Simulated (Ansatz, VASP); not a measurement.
# One calculation of CoO, two programs

The input INCAR:

```
PREC = Accurate
ENCUT = 520
EDIFF = 1E-7
ISMEAR = 0
SIGMA = 0.1
LREAL = F
LASPH = T
NELM = 150
ALGO = Normal
ISIF = 2
LWAVE = F
LCHARG = F
ISPIN = 2
MAGMOM = 4.5 0
LORBIT = 11
LMAXMIX = 4
GGA = PE
NBANDS = 18
```

The input KPOINTS:

```
Automatic mesh
0
Gamma
  16 16 16
```

Contents of POSCAR:

```
CoO
1.0
    2.6161540064      0.0000000000      0.0000000000
    0.0000000000      2.6161540064      0.0000000000
    0.0000000000      0.0000000000      2.6161540064
Co O
1 1
Direct
    0.0000000000      0.0000000000      0.0000000000
    0.5000000000      0.5000000000      0.5000000000
```

Input for Ansatz:

```yaml
crystal:
  lattice:
    - [2.6161540064, 0.0, 0.0]
    - [0.0, 2.6161540064, 0.0]
    - [0.0, 0.0, 2.6161540064]
  atoms:
    - { symbol: Co, position: [0.0, 0.0, 0.0], spin: 4.5 }
    - { symbol: O, position: [0.5, 0.5, 0.5] }
basis:
  ecutwfc: 420
kpoints:
  mp_grid: { grid: [16, 16, 16] }
hamiltonian:
  xc: pbe
scf:
  occupations: { method: gaussian, width: 0.1 }
  lower_state_search: "off"
output:
  forces: true
  stress: true
  eigenvalues: true
  populations: true
magnetization:
  spin_polarized: true
```

Alike in both runs: task single point; functional PBE; k mesh 16 × 16 × 16; occupations gaussian, width 0.1 eV; collinear spin.

|  | VASP | Ansatz |
| --- | --- | --- |
| version | VASP 6.6.1 | Ansatz 0.2.0 |
| potentials or method | VASP PAW PBE potentials, release 64 (Co, O), cutoff 520 eV | scalar-relativistic, plane waves, PAW |
| valence electrons in the cell | 15 | 23 |

|  | VASP | Ansatz | Ansatz less VASP |
| --- | --- | --- | --- |
| gap on the k mesh at the Fermi level (eV) | none | none | - |
| pressure (GPa) | -0.5 | 0.0 | +0.44 |
| net moment per atom (μB) | 1.50 | 1.50 | 0.000 |
| size of the moment on the site where the two differ most (μB) | 0.44 | 0.47 | +0.024 |

Site moments also hang on the region over which each program counts them. A gap of «none» marks a metal or a gap that the smearing closes. The functional is the same, so the differences come from potentials, cutoffs and numerics. VASP's potentials hold 15 valence electrons a cell and Ansatz's 23, so a difference there can come from the potentials and not from the codes.
